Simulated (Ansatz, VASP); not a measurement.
**One calculation of MnSb, two programs**

File INCAR:

```
PREC = Accurate ; ENCUT = 520
EDIFF = 1E-6 ; ISMEAR = -1
SIGMA = 0.03 ; LREAL = F
LASPH = T ; NELM = 150
ALGO = Normal ; ISIF = 2
LWAVE = F ; LCHARG = T
ISPIN = 2 ; MAGMOM = 4 0
LORBIT = 11 ; LMAXMIX = 4
GGA = PE ; LELF = T
LVHAR = T ; NBANDS = 20
```

File KPOINTS:

```
Automatic mesh
0
Gamma
  11 11 11
```

POSCAR

```
MnSb
1.0
    0.0000000000      2.8224772334      2.8224772334
    2.8224772334      0.0000000000      2.8224772334
    2.8224772334      2.8224772334      0.0000000000
Mn Sb
1 1
Direct
    0.0000000000      0.0000000000      0.0000000000
    0.5000000000      0.5000000000      0.5000000000
```

Input for Ansatz:

```yaml
crystal:
  lattice:
    - [0.0, 2.8224772334, 2.8224772334]
    - [2.8224772334, 0.0, 2.8224772334]
    - [2.8224772334, 2.8224772334, 0.0]
  atoms:
    - { symbol: Mn, position: [0.0, 0.0, 0.0], spin: 4.0 }
    - { symbol: Sb, position: [0.5, 0.5, 0.5] }
magnetization:
  spin_polarized: true
kpoints:
  mp_grid: { grid: [11, 11, 11] }
scf:
  occupations: { method: fermi_dirac, width: 0.03 }
hamiltonian:
  xc: pbe
  pseudopotentials: { kind: all_electron, lapw: { basis_error: 0.001 } }
output:
  forces: true
  stress: true
  eigenvalues: true
```

Change from the starting cell: volume scaled by 1.04.

Alike in both runs: task single point; functional PBE; k mesh 11 × 11 × 11; occupations fermi-dirac, width 0.03 eV; collinear spin.

```csv
,VASP,Ansatz
version,VASP 6.6.1,Ansatz 0.2.0
potentials or method,"VASP PAW PBE potentials, release 64 (Mn_pv, Sb), cutoff 520 eV","all-electron LAPW, scalar-relativistic"
```

Ansatz gave:

| Quantity | Value |
| --- | --- |
| pressure (GPa) | -2.1 |
| net moment per atom (μB) | 1.93 |
| size of the moment on the site where the two differ most (μB) | 3.93 |

Q: What did VASP give for the same quantities?

A: Pressure (GPa): -2.1; net moment per atom (μB): 1.93; size of the moment on the site where the two differ most (μB): 3.80.

Site moments also hang on the region over which each program counts them. Ansatz ran all-electron here, and VASP with PAW potentials.

Spin-orbit coupling is off throughout.
